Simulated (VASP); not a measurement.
# B: relaxation of shape and atoms at fixed volume with PBE

Crystal: B.

```
B
1.0
     2.41363    0.00000    0.00000
    -1.20682    2.09027    0.00000
     0.00000    0.00000    2.38616
B
3
Cartesian
  0.0000 0.0000 0.0000
  0.0000 1.3935 1.1931
  1.2068 0.6968 1.1931
```

```yaml
Program: VASP 6.6.1
Task: relaxation of shape and atoms at fixed volume
Functional: PBE
Potentials_or_basis: VASP PAW PBE potentials, release 64 (B)
Cutoff: 600 eV
k_mesh: 12 × 12 × 16
Occupations: fermi-dirac, width 0.05 eV
Spin: no spin polarisation
Dipole_correction: no
Further_INCAR_settings: ALGO = Normal; EDIFF = 1e-06; IBRION = 2; EDIFFG = -0.005; NSW = 50; ISIF = 4
```

```yaml
Energy_gained_by_relaxing: 82.9 meV/atom
Ionic_steps: 5
Pressure_after_relaxing: 271.3 GPa
```

Stress tensor (GPa, compression positive):
```
271.34   0.00   0.00
  0.00 271.34   0.00
  0.00   0.00 271.18
```

Step by step:
| step | energy change (eV) | largest force (eV/Å) | pressure (GPa) | volume (Å³) |
| --- | --- | --- | --- | --- |
| 1 | 0.0000 | 0.0000 | 287.81 | 12.04 |
| 2 | -0.0118 | 0.0000 | 255.61 | 12.04 |
| 3 | -0.2476 | 0.0000 | 272.71 | 12.04 |
| 4 | -0.2486 | 0.0000 | 271.62 | 12.04 |
| 5 | -0.2486 | 0.0000 | 271.28 | 12.04 |

Final structure:
```xyz
3
Lattice="2.4818 0.0000 0.0000 -1.2409 2.1493 0.0000 0.0000 0.0000 2.2569" Properties=species:S:1:pos:R:3 pbc="T T T"
B     0.0000    0.0000    0.0000
B     0.0000    1.4328    1.1285
B     1.2409    0.7164    1.1285
```

Levels at points of the mesh, in eV from the Fermi level:
| k point | band 2 | band 3 | band 4 | band 5 | band 6 | band 7 |
| --- | --- | --- | --- | --- | --- | --- |
| (0.00, 0.00, 0.00) | -5.14 | -3.10 | -3.10 | -1.31 | -1.31 | 6.72 |
| (0.50, 0.00, 0.00) | -17.39 | -9.73 | 2.05 | 2.22 | 2.71 | 9.81 |
| (0.00, 0.00, 0.50) | -17.84 | -0.92 | -0.92 | 4.36 | 4.36 | 6.97 |
| (0.50, 0.00, 0.50) | -12.86 | -10.10 | -8.76 | -5.54 | 0.57 | 5.83 |

Wall time 32 s on 1 thread of Intel Xeon 6975P-C, on a shared host, peak memory 0.13 GiB.
